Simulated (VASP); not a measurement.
# BN (P4_2/mnm) in VASP: further runs

Runs on BN. Level: PBE. Tasks: single point.

All numbers are computed with VASP 6.6.1; they aren't measurements. Logs are shortened: lines on timing, memory, paths and dates and some standing lists are left out, and cuts for length are marked.

## (1) The cell of the first run

Symmetry: P4_2/mnm, No. 136, tetragonal system. Conventional cell: a = 4.323 Å, b = 4.323 Å, c = 2.549 Å, α = 90.00°, β = 90.00°, γ = 90.00°. B (site symmetry m2m) has 4 N at 1.53 to 1.56 Å within 2.0 Å. Within 2.0 Å of N (site symmetry m2m) lie 4 B at 1.53 to 1.56 Å.

## (2) Single point, PBE

The input, INCAR:

```
PREC = Accurate
ENCUT = 520
EDIFF = 1E-7
ISMEAR = 0
SIGMA = 0.05
LREAL = False
LASPH = True
NELM = 60
ALGO = Normal
ISIF = 2
LWAVE = False
LCHARG = True
GGA = PE
LELF = True
LVHAR = True
NBANDS = 26
```

The input, KPOINTS:

```
regular mesh
0
Gamma
  6 6 10
```

The input, POSCAR:

```
BN
1.0
    4.3232000000      0.0000000000      0.0000000000
    0.0000000000      4.3232000000      0.0000000000
    0.0000000000      0.0000000000      2.5491935092
B N
4 4
Direct
    0.1742811368      0.8257188632      0.5000000000
    0.3257188632      0.3257188632      0.0000000000
    0.6742811368      0.6742811368      0.0000000000
    0.8257188632      0.1742811368      0.5000000000
    0.8126115048      0.8126115048      0.5000000000
    0.3126115048      0.6873884952      0.0000000000
    0.6873884952      0.3126115048      0.0000000000
    0.1873884952      0.1873884952      0.5000000000
```

Potentials or basis: VASP PAW PBE potentials, release 64 (B, N).

Launch:

```console
$ cat potpaw_PBE.64/B/POTCAR potpaw_PBE.64/N/POTCAR > POTCAR
$ mpirun -np 1 vasp_std > vasp.out
```

OUTCAR:

```text
PREC = Accurate
   ENCUT = 520
   EDIFF = 1E-7
   ISMEAR = 0
   LREAL = False
   LASPH = True
   NELM = 60
   ISIF = 2
   GGA = PE

 ion  position               nearest neighbor table
   1  0.174  0.826  0.500-   6 1.53   6 1.53   8 1.56   5 1.56   4 2.13
   2  0.326  0.326  0.000-   8 1.53   8 1.53   6 1.56   7 1.56   3 2.13
   3  0.674  0.674  0.000-   5 1.53   5 1.53   7 1.56   6 1.56   2 2.13
   4  0.826  0.174  0.500-   7 1.53   7 1.53   8 1.56   5 1.56   1 2.13
   5  0.813  0.813  0.500-   3 1.53   3 1.53   4 1.56   1 1.56
   6  0.313  0.687  0.000-   1 1.53   1 1.53   3 1.56   2 1.56
   7  0.687  0.313  0.000-   4 1.53   4 1.53   2 1.56   3 1.56
   8  0.187  0.187  0.500-   2 1.53   2 1.53   4 1.56   1 1.56

  LATTYP: Found a simple tetragonal cell.
 ALAT       =     4.3232000000
 C/A-ratio  =     0.5896543091

  Lattice vectors:

 A1 = (   4.3232000000,   0.0000000000,   0.0000000000)
 A2 = (   0.0000000000,   4.3232000000,   0.0000000000)
 A3 = (   0.0000000000,   0.0000000000,   2.5491935092)

Analysis of symmetry for initial positions (statically):
=====================================================================
 Subroutine PRICEL returns:
 Original cell was already a primitive cell.

 Routine SETGRP: Setting up the symmetry group for a
 simple tetragonal supercell.

 Subroutine GETGRP returns: Found 16 space group operations
 (whereof  8 operations were pure point group operations)
 out of a pool of 16 trial point group operations.

The static configuration has the point symmetry D_2h.
 The point group associated with its full space group is D_4h.

Analysis of symmetry for dynamics (positions and initial velocities):
=====================================================================
 Subroutine PRICEL returns:
 Original cell was already a primitive cell.

 Routine SETGRP: Setting up the symmetry group for a
 simple tetragonal supercell.

 Subroutine GETGRP returns: Found 16 space group operations
 (whereof  8 operations were pure point group operations)
 out of a pool of 16 trial point group operations.

The dynamic configuration has the point symmetry D_2h.
 The point group associated with its full space group is D_4h.

 Subroutine INISYM returns: Found 16 space group operations
 (whereof  8 operations are pure point group operations),
 and found     1 'primitive' translations

----------------------------------------------------------------------------------------

                                     Primitive cell

  volume of cell :      47.6446

  direct lattice vectors                    reciprocal lattice vectors
     4.323200000  0.000000000  0.000000000     0.231310141  0.000000000  0.000000000
     0.000000000  4.323200000  0.000000000     0.000000000  0.231310141  0.000000000
     0.000000000  0.000000000  2.549193509     0.000000000  0.000000000  0.392280930

  length of vectors
     4.323200000  4.323200000  2.549193509     0.231310141  0.231310141  0.392280930

  position of ions in fractional coordinates (direct lattice)
     0.174281137  0.825718863  0.500000000
     0.325718863  0.325718863  0.000000000
     0.674281137  0.674281137  0.000000000
     0.825718863  0.174281137  0.500000000
     0.812611505  0.812611505  0.500000000
     0.312611505  0.687388495  0.000000000
     0.687388495  0.312611505  0.000000000
     0.187388495  0.187388495  0.500000000

  ion indices of the primitive-cell ions
   primitive index   ion index
                 1           1
                 2           2
                 3           3
                 4           4
                 5           5
                 6           6
                 7           7
                 8           8

----------------------------------------------------------------------------------------

 KPOINTS: regular mesh

Automatic generation of k-mesh.
 Grid dimensions read from file:
 generate k-points for:    6    6   10

 Generating k-lattice:

  Cartesian coordinates                     Fractional coordinates (reciprocal lattice)
     0.038551690  0.000000000  0.000000000     0.166666667  0.000000000  0.000000000
     0.000000000  0.038551690  0.000000000     0.000000000  0.166666667  0.000000000
     0.000000000  0.000000000  0.039228093     0.000000000  0.000000000  0.100000000

  Length of vectors
     0.038551690  0.038551690  0.039228093

  Shift w.r.t. Gamma in fractional coordinates (k-lattice)
     0.000000000  0.000000000  0.000000000

 Subroutine IBZKPT returns following result:
 ===========================================

 Found     60 irreducible k-points:

 Following reciprocal coordinates:
            Coordinates               Weight
  0.000000  0.000000  0.000000      1.000000
  0.166667  0.000000  0.000000      4.000000
  0.333333  0.000000  0.000000      4.000000
  0.500000  0.000000  0.000000      2.000000
  0.166667  0.166667  0.000000      4.000000
  0.333333  0.166667  0.000000      8.000000
[... 16 lines left out ...]
[... 37 lines left out ...]
   EFERMI_NEDOS =   21; number of points for ismear=-14 and -15
   IALGO  =     38    algorithm
   IMIX   =      4    mixing-type and parameters
     AMIX     =   0.40;   BMIX     =  1.00
     AMIX_MAG =   1.60;   BMIX_MAG =  1.00
  volume/ion in A,a.u.               =       5.96        40.19
  Fermi-wavevector in a.u.,A,eV,Ry     =   1.433685  2.709271 27.966122  2.055452
  Thomas-Fermi vector in A             =   2.553176
   LORBIT       =      0    0 simple, 1 ext, 2 COOP (PROOUT), +10 PAW based schemes
   GGA     = PE    functional components
   LHFCALC =     F    Hartree Fock is set to
   AEXX    =    0.0000 exact exchange contribution
   IVDW    =     0    specifies the selected vdW correction
   LEPSILON=     F    determine dielectric tensor
   LRPA    =     F    only Hartree local field effects (RPA)
 non-spin polarized calculation
 Gauss-broadening in eV      SIGMA  =   0.05
  energy-cutoff  :      520.00
  volume of cell :       47.64
 maximum number of plane-waves:      1308
   NGX = 17   NGY = 17   NGZ =  9

 number of electron      32.0000004 magnetization

 Free energy of the ion-electron system (eV)
  ---------------------------------------------------
  ext. energy  EPLUGINS =         0.00000000
  ---------------------------------------------------
  free energy    TOTEN  =       -68.82695027 eV

  energy without entropy =      -68.82695027  energy(sigma->0) =      -68.82695027

 E-fermi :   7.7072     XC(G=0): -12.6756

 val. band max:        7.4397340713   @ k =   0.0000   0.0000   0.0000
 cond. band min:      12.1746016077   @ k =   0.0000   0.0000   0.3000
 fundamental gap:      4.7348675364
 Fermi energy:         7.7072183505

 k-point     1 :       0.0000    0.0000    0.0000
  band No.  band energies     occupation
      1     -13.1554      2.00000
      2      -8.8273      2.00000
      3      -8.8273      2.00000
      4      -8.7494      2.00000
      5      -2.4426      2.00000
      6      -2.1809      2.00000
[... 18 lines left out ...]
     25      18.5285      0.00000
     26      20.3602      0.00000

 k-point     2 :       0.1667    0.0000    0.0000
  band No.  band energies     occupation
      1     -13.0042      2.00000
      2      -9.8029      2.00000
      3      -8.7331      2.00000
      4      -8.1161      2.00000
      5      -2.7321      2.00000
      6      -1.6764      2.00000
[... 18 lines left out ...]
     25      19.1285      0.00000
     26      19.9115      0.00000

 k-point     3 :       0.3333    0.0000    0.0000
  band No.  band energies     occupation
      1     -12.5568      2.00000
      2     -10.8828      2.00000
      3      -8.4759      2.00000
      4      -7.9422      2.00000
      5      -2.9539      2.00000
      6      -1.8435      2.00000
[... 572 lines left out ...]
 k-point    23 :       0.3333    0.0000    0.2000
  band No.  band energies     occupation
      1     -11.9510      2.00000
      2     -10.3455      2.00000
      3      -8.0633      2.00000
      4      -7.6623      2.00000
      5      -2.4395      2.00000
      6      -1.4493      2.00000
[... 18 lines left out ...]
     25      19.3820      0.00000
     26      20.4941      0.00000

 k-point    24 :       0.5000    0.0000    0.2000
  band No.  band energies     occupation
      1     -11.2535      2.00000
      2     -11.2535      2.00000
      3      -7.8039      2.00000
      4      -7.8039      2.00000
      5      -2.1453      2.00000
      6      -2.1453      2.00000
[... 18 lines left out ...]
     25      20.0787      0.00000
     26      20.0793      0.00000

 [... further k-points ...]

------------------------ aborting loop because EDIFF is reached ----------------------------------------

  FORCE on cell =-STRESS in cart. coord.  units (eV):
  Direction    XX          YY          ZZ          XY          YZ          ZX
  --------------------------------------------------------------------------------------
  -------------------------------------------------------------------------------------
  Total        6.9813560      6.9813560      1.4991240      0.0000000      0.0000000      0.0000000
  in kB      234.7669216    234.7669216     50.4120862      0.0000000      0.0000000      0.0000000
  external PRESSURE =     173.3153098 kB  Pullay stress =       0.0000000 kB

 VOLUME and BASIS-vectors are now :
 -----------------------------------------------------------------------------
  energy-cutoff  :      520.00
  volume of cell :       47.64
      direct lattice vectors                 reciprocal lattice vectors
     4.323200000  0.000000000  0.000000000     0.231310141  0.000000000  0.000000000
     0.000000000  4.323200000  0.000000000     0.000000000  0.231310141  0.000000000
     0.000000000  0.000000000  2.549193509     0.000000000  0.000000000  0.392280930

 POSITION                                       TOTAL-FORCE (eV/Angst)
 -----------------------------------------------------------------------------------
      0.75345      3.56975      1.27460         0.060745     -0.060745      0.000000
      1.40815      1.40815      0.00000        -0.060745     -0.060745      0.000000
      2.91505      2.91505      0.00000         0.060745      0.060745     -0.000000
      3.56975      0.75345      1.27460        -0.060745      0.060745     -0.000000
      3.51308      3.51308      1.27460        -0.268154     -0.268154      0.000000
      1.35148      2.97172      0.00000        -0.268154      0.268154     -0.000000
      2.97172      1.35148      0.00000         0.268154     -0.268154      0.000000
      0.81012      0.81012      1.27460         0.268154      0.268154     -0.000000
 -----------------------------------------------------------------------------------
    total drift:                                0.000000      0.000000     -0.000000

  FREE ENERGIE OF THE ION-ELECTRON SYSTEM (eV)
  ---------------------------------------------------
  free  energy   TOTEN  =       -68.8269502659 eV

  energy  without entropy=      -68.8269502659  energy(sigma->0) =      -68.82695027
```

Wall time 23 s (1 thread of Intel Xeon 6975P-C (Granite Rapids), shared host); peak memory 0.18 GiB.

What came out:

```yaml
Free_energy: -68.8270 eV
Pressure: 17.3 GPa
Largest_force: 0.379 eV/Å
Band_gap_on_the_k_mesh: 4.73 eV (least direct gap 5.85 eV)
```

Forces on the atoms (eV/Å):
```
B    0.061 -0.061  0.000
B   -0.061 -0.061  0.000
B    0.061  0.061  0.000
B   -0.061  0.061  0.000
N   -0.268 -0.268  0.000
N   -0.268  0.268  0.000
N    0.268 -0.268  0.000
N    0.268  0.268  0.000
```

Levels at points of the mesh, in eV from the valence-band top:
```tsv
k point	band 13	band 14	band 15	band 16	band 17	band 18	band 19	band 20
(0.00, 0.00, 0.00)	-0.56	-0.42	0.00	0.00	6.69	7.28	8.84	8.92
(0.50, 0.00, 0.00)	-1.65	-1.65	-1.37	-1.37	7.70	7.70	8.66	8.66
(0.50, 0.50, 0.00)	-2.80	-2.80	-2.63	-2.63	7.73	7.73	8.15	8.15
(0.00, 0.00, 0.50)	-4.36	-4.36	-3.60	-3.60	6.53	6.53	10.60	10.60
(0.50, 0.00, 0.50)	-3.87	-3.87	-2.23	-2.23	7.03	7.03	9.06	9.06
(0.50, 0.50, 0.50)	-3.24	-3.24	-2.61	-2.61	6.40	6.40	7.39	7.39
```

Caveat: the cell stands under pressure.

(Part 1 of 2 ends here.)
